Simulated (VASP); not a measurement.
Input of a VASP 6.6.1 run:

INCAR

```
SYSTEM = Re
PREC     = Accurate       ! precision mode
ENCUT    = 520            ! plane-wave cutoff, eV
EDIFF    = 1E-8           ! SCF threshold, eV
ISMEAR   = -1             ! smearing method
SIGMA    = 0.03           ! smearing width, eV
LREAL    = .FALSE.        ! projectors in reciprocal space
LASPH    = .TRUE.         ! aspherical terms in the spheres
NELM     = 100            ! most SCF steps
ALGO     = Normal         ! electronic algorithm
ISIF     = 2              ! what is computed and relaxed
LWAVE    = .FALSE.        ! write WAVECAR
LCHARG   = .FALSE.        ! write CHGCAR
GGA      = CA             ! functional
LEFG     = .TRUE.       
NBANDS   = 10             ! bands
```

The input KPOINTS:

```
regular mesh
0
G
  14 14 14
  0 0 0
```

File POSCAR:

```
Re
1.0
    0.0000000000      1.9880798514      1.9880798514
    1.9880798514      0.0000000000      1.9880798514
    1.9880798514      1.9880798514      0.0000000000
Re
1
Direct
    0.0000000000      0.0000000000      0.0000000000
```

Potentials or basis: VASP PAW LDA potentials, release 64 (Re).

Run with:

```sh
$ cat potpaw_LDA.64/Re/POTCAR > POTCAR
$ mpirun -np 1 vasp_std > vasp.out
```

Task: Predict the pressure.

Result: -28.9 GPa.

Task: What does it give for the band gap on the k mesh?

Result: Zero (an odd number of electrons rules out a gap without spin polarisation).

Caveat: the cell stands under tension; spin-orbit coupling is left out, which moves the levels of the heavy elements.
